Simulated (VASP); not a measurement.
# Ni (Fm-3m) in VASP: vibrations by perturbation theory with PBE

Aim: the vibrations by perturbation theory of Ni with PBE.

Program: VASP 6.6.1. These are calculated values, not measurements. Logs are shortened: lines on timing, memory, paths and dates and some standing lists are left out, and cuts for length are marked.

## Step 1: The cell of the first run

Symmetry: Fm-3m, No. 225, cubic system. The conventional cell has a = 3.520 Å, b = 3.520 Å, c = 3.520 Å, α = 90.00°, β = 90.00°, γ = 90.00°. Within 3.3 Å of Ni (site symmetry m-3m) lie 12 Ni at 2.49 Å.

## Step 2: Vibrations by perturbation theory, PBE, collinear spin, ferromagnetic start

INCAR

```
SYSTEM = Ni
  PREC = Accurate
  ENCUT = 600
  EDIFF = 1E-8
  ISMEAR = 0
  SIGMA = 0.2
  LREAL = .FALSE.
  LASPH = .TRUE.
  NELM = 200
  ALGO = Normal
  ISIF = 2
  LWAVE = .FALSE.
  LCHARG = .FALSE.
  ISPIN = 2
  MAGMOM = 0.74
  LORBIT = 11
  LMAXMIX = 4
  GGA = PE
  IBRION = 8
  NSW = 1
  GGA_COMPAT = .FALSE.
```

KPOINTS

```
Automatic mesh
0
G
  20 20 20
  0 0 0
```

POSCAR

```
Ni
1.0
    0.0000000000      1.7598968061      1.7598968061
    1.7598968061      0.0000000000      1.7598968061
    1.7598968061      1.7598968061      0.0000000000
Ni
1
Direct
    0.0000000000      0.0000000000      0.0000000000
```

Potentials or basis: VASP PAW PBE potentials, release 64 (Ni).

Launch:

```console
$ cat potpaw_PBE.64/Ni/POTCAR > POTCAR
$ mpirun -np 1 vasp_std > vasp.out
```

OUTCAR:

```text
SYSTEM = Ni
   PREC = Accurate
   ENCUT = 600
   EDIFF = 1E-8
   ISMEAR = 0
   LREAL = .FALSE.
   LASPH = .TRUE.
   NELM = 200
   ISIF = 2
   ISPIN = 2
   LORBIT = 11
   GGA = PE
   IBRION = 8
   NSW = 1

 ion  position               nearest neighbor table
   1  0.000  0.000  0.000-

  LATTYP: Found a face centered cubic cell.
 ALAT       =     3.5197936122

  Lattice vectors:

 A1 = (   0.0000000000,   1.7598968061,   1.7598968061)
 A2 = (   1.7598968061,   0.0000000000,   1.7598968061)
 A3 = (   1.7598968061,   1.7598968061,   0.0000000000)

Analysis of symmetry for initial positions (statically):
=====================================================================
 Subroutine PRICEL returns:
 Original cell was already a primitive cell.

 Routine SETGRP: Setting up the symmetry group for a
 face centered cubic supercell.

 Subroutine GETGRP returns: Found 48 space group operations
 (whereof 48 operations were pure point group operations)
 out of a pool of 48 trial point group operations.

The static configuration has the point symmetry O_h .

Analysis of symmetry for dynamics (positions and initial velocities):
=====================================================================
 Subroutine PRICEL returns:
 Original cell was already a primitive cell.

 Routine SETGRP: Setting up the symmetry group for a
 face centered cubic supercell.

 Subroutine GETGRP returns: Found 48 space group operations
 (whereof 48 operations were pure point group operations)
 out of a pool of 48 trial point group operations.

The dynamic configuration has the point symmetry O_h .

Analysis of structural, dynamic, and magnetic symmetry:
=====================================================================
 Subroutine PRICEL returns:
 Original cell was already a primitive cell.

 Routine SETGRP: Setting up the symmetry group for a
 face centered cubic supercell.

 Subroutine GETGRP returns: Found 48 space group operations
 (whereof 48 operations were pure point group operations)
 out of a pool of 48 trial point group operations.

The overall configuration has the point symmetry O_h .

 Subroutine INISYM returns: Found 48 space group operations
 (whereof 48 operations are pure point group operations),
 and found     1 'primitive' translations

----------------------------------------------------------------------------------------

                                     Primitive cell

  volume of cell :      10.9016

  direct lattice vectors                    reciprocal lattice vectors
     0.000000000  1.759896806  1.759896806    -0.284107567  0.284107567  0.284107567
     1.759896806  0.000000000  1.759896806     0.284107567 -0.284107567  0.284107567
     1.759896806  1.759896806  0.000000000     0.284107567  0.284107567 -0.284107567

  length of vectors
     2.488869932  2.488869932  2.488869932     0.492088741  0.492088741  0.492088741

  position of ions in fractional coordinates (direct lattice)
     0.000000000  0.000000000  0.000000000

  ion indices of the primitive-cell ions
   primitive index   ion index
                 1           1

----------------------------------------------------------------------------------------

 KPOINTS: Automatic mesh

Automatic generation of k-mesh.
 Grid dimensions read from file:
 generate k-points for:   20   20   20

 Generating k-lattice:

  Cartesian coordinates                     Fractional coordinates (reciprocal lattice)
    -0.014205378  0.014205378  0.014205378     0.050000000  0.000000000  0.000000000
     0.014205378 -0.014205378  0.014205378     0.000000000  0.050000000  0.000000000
     0.014205378  0.014205378 -0.014205378     0.000000000  0.000000000  0.050000000

  Length of vectors
     0.024604437  0.024604437  0.024604437

[... 99 lines left out ...]
  free energy    TOTEN  =        -5.48767118 eV

  energy without entropy =       -5.45390804  energy(sigma->0) =       -5.47078961

 E-fermi :   9.3380     XC(G=0): -13.2436

 val. band max:        9.3362430909   @ k =   0.3500   0.1500   0.0500
 cond. band min:       9.3422156393   @ k =   0.4000   0.4000   0.0000
 fundamental gap:      0.0059725484
 Fermi energy:         9.3380341314

 spin component 1

 k-point     1 :       0.0000    0.0000    0.0000
  band No.  band energies     occupation
      1       0.3511      1.00000
      2       6.9257      1.00000
      3       6.9257      1.00000
      4       6.9257      1.00000
      5       8.0903      1.00000
      6       8.0903      1.00000
      7      33.0545      0.00000
      8      36.8980      0.00000
      9      36.8980      0.00000
[... 265 lines left out ...]
 k-point    24 :      -0.3500    0.0500    0.0000
  band No.  band energies     occupation
      1       4.1791      1.00000
      2       7.0081      1.00000
      3       7.0625      1.00000
      4       7.1829      1.00000
      5       8.4252      1.00000
      6       8.7736      0.99997
      7      18.4755      0.00000
      8      31.0103      0.00000
      9      33.3716      0.00000

 [... further k-points ...]

 spin component 2

 k-point     1 :       0.0000    0.0000    0.0000
  band No.  band energies     occupation
      1       0.3175      1.00000
      2       7.6688      1.00000
      3       7.6688      1.00000
      4       7.6688      1.00000
      5       8.6824      1.00000
      6       8.6824      1.00000
      7      32.8934      0.00000
      8      36.8824      0.00000
      9      36.8824      0.00000
[... 265 lines left out ...]
 k-point    24 :      -0.3500    0.0500    0.0000
  band No.  band energies     occupation
      1       4.3906      1.00000
      2       7.5402      1.00000
      3       7.6503      1.00000
      4       7.6927      1.00000
      5       9.1508      0.90719
      6       9.4636      0.18733
      7      18.7163      0.00000
      8      30.9787      0.00000
      9      33.3712      0.00000

 [... further k-points ...]

------------------------ aborting loop because EDIFF is reached ----------------------------------------

  FORCE on cell =-STRESS in cart. coord.  units (eV):
  Direction    XX          YY          ZZ          XY          YZ          ZX
  --------------------------------------------------------------------------------------
  -------------------------------------------------------------------------------------
  Total       -0.0090881     -0.0090881     -0.0090881      0.0000000      0.0000000     -0.0000000
  in kB       -1.3356478     -1.3356478     -1.3356478      0.0000000      0.0000000     -0.0000000
  external PRESSURE =      -1.3356478 kB  Pullay stress =       0.0000000 kB

 VOLUME and BASIS-vectors are now :
 -----------------------------------------------------------------------------
  energy-cutoff  :      600.00
  volume of cell :       10.90
      direct lattice vectors                 reciprocal lattice vectors
     0.000000000  1.759896806  1.759896806    -0.284107567  0.284107567  0.284107567
     1.759896806  0.000000000  1.759896806     0.284107567 -0.284107567  0.284107567
     1.759896806  1.759896806  0.000000000     0.284107567  0.284107567 -0.284107567

 POSITION                                       TOTAL-FORCE (eV/Angst)
 -----------------------------------------------------------------------------------
      0.00000      0.00000      0.00000        -0.000000     -0.000000     -0.000000
 -----------------------------------------------------------------------------------
    total drift:                               -0.000000     -0.000000     -0.000000

  FREE ENERGIE OF THE ION-ELECTRON SYSTEM (eV)
  ---------------------------------------------------
  free  energy   TOTEN  =        -5.4876711848 eV

  energy  without entropy=       -5.4539080372  energy(sigma->0) =       -5.47078961

[... ionic steps 2 to 3 ...]

--------------------------------------- Ionic step        4  -------------------------------------------

 Free energy of the ion-electron system (eV)
  ---------------------------------------------------
  ---------------------------------------------------
  free energy    TOTEN  =        -0.17302513 eV

  energy without entropy =       -0.17302512

------------------------ aborting loop because EDIFF is reached ----------------------------------------

 INTERNAL STRAIN TENSOR  FOR ION    1  DIRECTION 1   (eV/Angst):
 -----------------------------------------------------------------------------
     0.00303  0.00000  0.00000
     0.00000 -0.00041 -0.00000
     0.00000 -0.00000 -0.00041

 INTERNAL STRAIN TENSOR FOR ION    1 for displacements in x,y,z  (eV/Angst):
          X           Y           Z          XY          YZ          ZX
  --------------------------------------------------------------------------------
  x     0.00000     0.00000     0.00000     0.00000     0.00000     0.00000
  y     0.00000     0.00000     0.00000     0.00000     0.00000     0.00000
  z     0.00000     0.00000     0.00000     0.00000     0.00000     0.00000

 SECOND DERIVATIVES (NOT SYMMETRIZED)
 ------------------------------------
               1X          1Y          1Z
  1X    -0.013185    0.000000    0.000000
  1Y     0.000000   -0.013185    0.000000
  1Z     0.000000    0.000000   -0.013185

 Eigenvectors and eigenvalues of the dynamical matrix
 ----------------------------------------------------

   1 f  =    0.234316 THz     1.472253 2PiTHz    7.815951 cm-1     0.969054 meV
             X         Y         Z           dx          dy          dz
      0.000000  0.000000  0.000000     1.000000    0.000000    0.000000

   2 f  =    0.234316 THz     1.472253 2PiTHz    7.815951 cm-1     0.969054 meV
             X         Y         Z           dx          dy          dz
      0.000000  0.000000  0.000000     0.000000    1.000000    0.000000

   3 f  =    0.234316 THz     1.472253 2PiTHz    7.815951 cm-1     0.969054 meV
             X         Y         Z           dx          dy          dz
      0.000000  0.000000  0.000000     0.000000    0.000000    1.000000

--------------------------------------------------------------------------------------------------------

 ELASTIC MODULI CONTR FROM IONIC RELAXATION (kBar)
 Direction    XX          YY          ZZ          XY          YZ          ZX
 --------------------------------------------------------------------------------
 XX           0.0000      0.0000      0.0000      0.0000      0.0000      0.0000
 YY           0.0000      0.0000      0.0000      0.0000      0.0000      0.0000
 ZZ           0.0000      0.0000      0.0000      0.0000      0.0000      0.0000
 XY           0.0000      0.0000      0.0000      0.0000      0.0000      0.0000
 YZ           0.0000      0.0000      0.0000      0.0000      0.0000      0.0000
 ZX           0.0000      0.0000      0.0000      0.0000      0.0000      0.0000
 --------------------------------------------------------------------------------

 total charge

# of ion       s       p       d       tot
------------------------------------------
    1        0.497   0.496   8.314   9.306

 magnetization (x)

# of ion       s       p       d       tot
------------------------------------------
    1       -0.006  -0.025   0.666   0.635
```

Wall time 7 min (1 thread of Oxide Virtual Turin-like, shared host); peak memory 0.36 GiB.

What came out:

| Item | Value |
| --- | --- |
| Net moment | 0.62 μB per cell |
| Site moments | Ni +0.64 μB |
| Valence electrons inside the program's atomic spheres | Ni 9.31 |
